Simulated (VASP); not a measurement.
# Sb (R-3m) in VASP: relaxation of cell and atoms with PBE

Aim: the relaxation of cell and atoms of Sb with PBE.

All numbers are computed with VASP 6.6.1; they aren't measurements. Logs are shortened: lines on timing, memory, paths and dates and some standing lists are left out, and cuts for length are marked.

## 1. The cell of the first run

Symmetry: R-3m, No. 166, trigonal system. The conventional cell has a = 4.222 Å, b = 4.222 Å, c = 11.742 Å, α = 90.00°, β = 90.00°, γ = 120.00°. Within 3.7 Å of Sb (site symmetry 3m) lie 6 Sb at 2.83 to 3.48 Å.

## 2. Relaxation of cell and atoms, PBE

INCAR reads:

```
PREC = Accurate
ENCUT = 600
EDIFF = 1E-6
ISMEAR = 0
SIGMA = 0.05
LREAL = F
LASPH = T
NELM = 100
ALGO = Normal
ISIF = 3
LWAVE = F
LCHARG = F
GGA = PE
IBRION = 2
NSW = 80
EDIFFG = -0.01
```

KPOINTS reads:

```
Automatic mesh
0
Gamma
  12 12 12
```

POSCAR reads:

```
Sb
1.0
    2.1107707375      1.2186540535      3.9141663933
   -2.1107707375      1.2186540535      3.9141663933
    0.0000000000     -2.4373081070      3.9141663933
Sb
2
Direct
    0.2275400000      0.2275400000      0.2275400000
    0.7724600000      0.7724600000      0.7724600000
```

Potentials or basis: VASP PAW PBE potentials, release 64 (Sb).

On the command line:

```sh
cat potpaw_PBE.64/Sb/POTCAR > POTCAR
mpirun -np 1 vasp_std > vasp.out
```

OUTCAR:

```text
PREC = Accurate
   ENCUT = 600
   EDIFF = 1E-6
   ISMEAR = 0
   LREAL = F
   LASPH = T
   NELM = 100
   ISIF = 3
   GGA = PE
   IBRION = 2
   NSW = 80
   EDIFFG = -0.01

 ion  position               nearest neighbor table
   1  0.228  0.228  0.228-   2 2.83   2 2.83   2 2.83   2 3.48   2 3.48   2 3.48
   2  0.772  0.772  0.772-   1 2.83   1 2.83   1 2.83   1 3.48   1 3.48   1 3.48

  LATTYP: Found a trigonal (rhomboedric) cell.
 ALAT       =     4.6109835570
 COS(alpha) =     0.5808929386

  Lattice vectors:

 A1 = (   2.1107707375,   1.2186540535,   3.9141663933)
 A2 = (  -2.1107707375,   1.2186540535,   3.9141663933)
 A3 = (   0.0000000000,  -2.4373081070,   3.9141663933)

Analysis of symmetry for initial positions (statically):
=====================================================================
 Subroutine PRICEL returns:
 Original cell was already a primitive cell.

 Routine SETGRP: Setting up the symmetry group for a
 trigonal (rhombohedral) supercell.

 Subroutine GETGRP returns: Found 12 space group operations
 (whereof 12 operations were pure point group operations)
 out of a pool of 12 trial point group operations.

The static configuration has the point symmetry D_3d.

Analysis of symmetry for dynamics (positions and initial velocities):
=====================================================================
 Subroutine PRICEL returns:
 Original cell was already a primitive cell.

 Routine SETGRP: Setting up the symmetry group for a
 trigonal (rhombohedral) supercell.

 Subroutine GETGRP returns: Found 12 space group operations
 (whereof 12 operations were pure point group operations)
 out of a pool of 12 trial point group operations.

The dynamic configuration has the point symmetry D_3d.

 Subroutine INISYM returns: Found 12 space group operations
 (whereof 12 operations are pure point group operations),
 and found     1 'primitive' translations

----------------------------------------------------------------------------------------

                                     Primitive cell

  volume of cell :      60.4104

  direct lattice vectors                    reciprocal lattice vectors
     2.110770738  1.218654053  3.914166393     0.236880297  0.136762903  0.085160747
    -2.110770738  1.218654053  3.914166393    -0.236880297  0.136762903  0.085160747
     0.000000000 -2.437308107  3.914166393     0.000000000 -0.273525807  0.085160747

  length of vectors
     4.610983557  4.610983557  4.610983557     0.286476386  0.286476386  0.286476386

  position of ions in fractional coordinates (direct lattice)
     0.227540000  0.227540000  0.227540000
     0.772460000  0.772460000  0.772460000

  ion indices of the primitive-cell ions
   primitive index   ion index
                 1           1
                 2           2

----------------------------------------------------------------------------------------

 KPOINTS: Automatic mesh

Automatic generation of k-mesh.
 Grid dimensions read from file:
 generate k-points for:   12   12   12

 Generating k-lattice:

  Cartesian coordinates                     Fractional coordinates (reciprocal lattice)
     0.019740025  0.011396909  0.007096729     0.083333333 -0.000000000 -0.000000000
    -0.019740025  0.011396909  0.007096729    -0.000000000  0.083333333 -0.000000000
     0.000000000 -0.022793817  0.007096729    -0.000000000 -0.000000000  0.083333333

  Length of vectors
     0.023873032  0.023873032  0.023873032

  Shift w.r.t. Gamma in fractional coordinates (k-lattice)
     0.000000000  0.000000000  0.000000000

 Subroutine IBZKPT returns following result:
 ===========================================

 Found    189 irreducible k-points:

 Following reciprocal coordinates:
            Coordinates               Weight
  0.000000  0.000000  0.000000      1.000000
  0.083333 -0.000000 -0.000000      6.000000
  0.166667  0.000000 -0.000000      6.000000
  0.250000  0.000000  0.000000      6.000000
  0.333333  0.000000 -0.000000      6.000000
  0.416667 -0.000000  0.000000      6.000000
[... 16 lines left out ...]
  0.500000  0.166667  0.000000     12.000000
 -0.416667  0.166667  0.000000     12.000000
 [... further k-points ...]
   k-points           NKPTS =    189   k-points in BZ     NKDIM =    189   number of bands    NBANDS=      9
   number of dos      NEDOS =    301   number of ions     NIONS =      2
   total plane-waves  NPLWV =  64000
   dimension x,y,z NGX =    40 NGY =   40 NGZ =   40
   dimension x,y,z NGXF=    80 NGYF=   80 NGZF=   80
   ions per type =               2
   NGX,Y,Z   is equivalent  to a cutoff of  14.42, 14.42, 14.42 a.u.
   NGXF,Y,Z  is equivalent  to a cutoff of  28.84, 28.84, 28.84 a.u.
 SYSTEM =  unknown system
   PREC   = accura    normal or accurate (medium, high low for compatibility)
   ISTART =      0    job   : 0-new  1-cont  2-samecut
   ICHARG =      2    charge: 1-file 2-atom 10-const
   ISPIN  =      1    spin polarized calculation?
   LNONCOLLINEAR =      F non collinear calculations
   LSORBIT =      F    spin-orbit coupling
   LASPH  =      T    aspherical Exc in radial PAW
   ENCUT  =  600.0 eV  44.10 Ry    6.64 a.u.   9.21  9.21  9.21*2*pi/ulx,y,z
   NELM   =    100;   NELMIN=  2; NELMDL= -5     # of ELM steps
   EDIFF  = 0.1E-05   stopping-criterion for ELM
   LREAL  =      F    real-space projection
   EDIFFG = -.1E-01   stopping-criterion for IOM
   NSW    =     80    number of steps for IOM
   IBRION =      2    ionic relax: 0-MD 1-quasi-New 2-CG
   NFREE  =      1    steps in history (QN), initial steepest desc. (CG)
   ISIF   =      3    stress and relaxation
   ISYM   =      2    0-nonsym 1-usesym 2-fastsym
   POTIM  = 0.5000    time-step for ionic-motion
   TEBEG  =    0.0;   TEEND  =   0.0 temperature during run
   PSTRESS=    0.0 pullay stress
   NELECT =      10.0000    total number of electrons
   NUPDOWN=      -1.0000    fix difference up-down
   EMIN   =  10.00;   EMAX   =-10.00  energy-range for DOS
   EFERMI =   0.00;   METHOD = LEGACY
   ISMEAR =     0;   SIGMA  =   0.05  broadening in eV -4-tet -1-fermi 0-gaus
   EFERMI_NEDOS =   21; number of points for ismear=-14 and -15
   IALGO  =     38    algorithm
   IMIX   =      4    mixing-type and parameters
     AMIX     =   0.40;   BMIX     =  1.00
     AMIX_MAG =   1.60;   BMIX_MAG =  1.00
  volume/ion in A,a.u.               =      30.21       203.83
  Fermi-wavevector in a.u.,A,eV,Ry     =   0.898885  1.698646 10.993430  0.807994
  Thomas-Fermi vector in A             =   2.021650
   LORBIT       =      0    0 simple, 1 ext, 2 COOP (PROOUT), +10 PAW based schemes
   GGA     = PE    functional components
   LHFCALC =     F    Hartree Fock is set to
   AEXX    =    0.0000 exact exchange contribution
   IVDW    =     0    specifies the selected vdW correction
   LEPSILON=     F    determine dielectric tensor
   LRPA    =     F    only Hartree local field effects (RPA)
 conjugate gradient relaxation of ions
 non-spin polarized calculation
 Gauss-broadening in eV      SIGMA  =   0.05
  energy-cutoff  :      600.00
  volume of cell :       60.41
 maximum number of plane-waves:      2047
 NGX is ok and might be reduce to    40
   NGX = 19   NGY = 19   NGZ = 19

--------------------------------------- Ionic step        1  -------------------------------------------

 number of electron      10.0000000 magnetization

 Free energy of the ion-electron system (eV)
  ---------------------------------------------------
  ext. energy  EPLUGINS =         0.00000000
  ---------------------------------------------------
  free energy    TOTEN  =        -8.14242568 eV

  energy without entropy =       -8.14221877  energy(sigma->0) =       -8.14232223

------------------------ aborting loop because EDIFF is reached ----------------------------------------

  FORCE on cell =-STRESS in cart. coord.  units (eV):
  Direction    XX          YY          ZZ          XY          YZ          ZX
  --------------------------------------------------------------------------------------
  -------------------------------------------------------------------------------------
  Total        2.5032333      2.5032333      1.6251572      0.0000000      0.0000000      0.0000000
  in kB       66.3895722     66.3895722     43.1016515      0.0000000      0.0000000      0.0000000
  external PRESSURE =      58.6269320 kB  Pullay stress =       0.0000000 kB
[... 89 lines left out ...]
  FREE ENERGIE OF THE ION-ELECTRON SYSTEM (eV)
  ---------------------------------------------------
  free  energy   TOTEN  =        -8.2640958929 eV

  energy  without entropy=       -8.2637542109  energy(sigma->0) =       -8.26392505

[... ionic steps 4 to 8 ...]

--------------------------------------- Ionic step        9  -------------------------------------------

 number of electron      10.0000000 magnetization

------------------------ aborting loop because EDIFF is reached ----------------------------------------

  FORCE on cell =-STRESS in cart. coord.  units (eV):
  Direction    XX          YY          ZZ          XY          YZ          ZX
  --------------------------------------------------------------------------------------
  -------------------------------------------------------------------------------------
  Total       -0.1588452     -0.1588452     -0.1792602      0.0000000      0.0000000      0.0000000
  in kB       -3.9815510     -3.9815510     -4.4932640      0.0000000      0.0000000      0.0000000
  external PRESSURE =      -4.1521220 kB  Pullay stress =       0.0000000 kB
[... 57 lines left out ...]
  energy  without entropy=       -8.2747615174  energy(sigma->0) =       -8.27486672

--------------------------------------- Ionic step       11  -------------------------------------------

 number of electron      10.0000000 magnetization

 Free energy of the ion-electron system (eV)
  ---------------------------------------------------
  ext. energy  EPLUGINS =         0.00000000
  ---------------------------------------------------
  free energy    TOTEN  =        -8.27531273 eV

  energy without entropy =       -8.27514280  energy(sigma->0) =       -8.27522777

 E-fermi :   6.6118     XC(G=0):  -9.3123

 val. band max:        6.5400959872   @ k =   0.4167   0.0833   0.0833
 cond. band min:       6.6246621913   @ k =   0.3333   0.1667   0.1667
 fundamental gap:      0.0845662041
 Fermi energy:         6.6117788460

 k-point     1 :       0.0000    0.0000    0.0000
  band No.  band energies     occupation
      1      -5.6786      2.00000
      2       1.6107      2.00000
      3       4.7177      2.00000
      4       4.9615      2.00000
      5       4.9615      2.00000
      6       8.6730      0.00000
      7       9.2653      0.00000
      8       9.2653      0.00000
      9      11.8079      0.00000
[... 265 lines left out ...]
 k-point    24 :      -0.4167    0.1667    0.0000
  band No.  band energies     occupation
      1      -3.3127      2.00000
      2      -2.6069      2.00000
      3       3.1362      2.00000
      4       4.5141      2.00000
      5       5.0496      2.00000
      6       7.6038      0.00000
      7       7.8589      0.00000
      8       9.6134      0.00000
      9      13.1370      0.00000

 [... further k-points ...]

------------------------ aborting loop because EDIFF is reached ----------------------------------------

  FORCE on cell =-STRESS in cart. coord.  units (eV):
  Direction    XX          YY          ZZ          XY          YZ          ZX
  --------------------------------------------------------------------------------------
  -------------------------------------------------------------------------------------
  Total       -0.0041639     -0.0041639     -0.0116279      0.0000000      0.0000000      0.0000000
  in kB       -0.1049851     -0.1049851     -0.2931731      0.0000000      0.0000000      0.0000000
  external PRESSURE =      -0.1677144 kB  Pullay stress =       0.0000000 kB
[... 17 lines left out ...]
  FREE ENERGIE OF THE ION-ELECTRON SYSTEM (eV)
  ---------------------------------------------------
  free  energy   TOTEN  =        -8.2753127256 eV

  energy  without entropy=       -8.2751428047  energy(sigma->0) =       -8.27522777

 reached required accuracy - stopping structural energy minimisation
```

Run time: 6.1 min. Hardware: 1 thread of Intel Xeon 6975P-C (Granite Rapids), shared host; peak memory 0.33 GiB.

What came out:

| Item | Value |
| --- | --- |
| Free energy | -8.2753 eV |
| Relaxed volume | 31.77 Å³/atom |
| Relaxed cell | a = 4.588 Å, b = 4.588 Å, c = 4.588 Å, α = 57.00°, β = 57.00°, γ = 57.00° |
| Space group after relaxing (to 0.1 Å) | R-3m (No. 166) |
| Energy gained by relaxing | 66.4 meV/atom |
| Ionic steps | 11 |
| Pressure after relaxing | 0.0 GPa |
| Largest force after relaxing | 0.005 eV/Å |
| Band gap on the k mesh | zero (bands 5 and 6 overlap by 0.19 eV) |

Forces in eV/Å, atoms in the order of the input:
```
Sb   0.000  0.000 -0.005
Sb   0.000  0.000  0.005
```

The path:
```csv
step,energy change (eV),largest force (eV/Å),pressure (GPa),volume (Å³)
1,0.0000,1.0693,5.86,60.41
2,-0.0505,0.4420,-3.68,70.59
3,-0.1217,0.1174,-0.30,65.81
4,-0.1217,0.1333,-0.21,65.69
5,-0.1243,0.1120,-0.14,65.32
6,-0.1299,0.0527,0.09,64.21
7,-0.1283,0.0470,0.84,61.98
8,-0.1315,0.0168,0.35,63.33
9,-0.1320,0.0750,-0.42,63.92
10,-0.1325,0.0384,-0.10,63.67
11,-0.1329,0.0046,-0.02,63.55
```

Final structure:
```
Sb
1.0
     2.18894    1.26379    3.82851
    -2.18894    1.26379    3.82851
     0.00000   -2.52757    3.82851
Sb
2
Direct
  0.23329 0.23329 0.23329
  0.76671 0.76671 0.76671
```

Levels at points of the mesh, in eV from the Fermi level:
| k point | band 1 | band 2 | band 3 | band 4 | band 5 | band 6 | band 7 | band 8 | band 9 |
| --- | --- | --- | --- | --- | --- | --- | --- | --- | --- |
| (0.00, 0.00, 0.00) | -12.29 | -5.00 | -1.89 | -1.65 | -1.65 | 2.06 | 2.65 | 2.65 | 5.20 |
| (0.50, 0.00, 0.00) | -10.08 | -9.35 | -1.80 | -1.69 | -0.22 | -0.17 | 0.27 | 0.63 | 7.53 |
| (0.50, 0.50, 0.00) | -10.10 | -7.90 | -5.09 | -3.47 | -3.39 | 1.72 | 4.72 | 5.35 | 6.55 |
| (0.50, 0.50, 0.50) | -10.88 | -8.69 | -1.19 | -1.19 | -0.50 | 0.26 | 0.26 | 1.11 | 6.93 |

Caveat: spin-orbit coupling is left out, which moves the levels of the heavy elements.
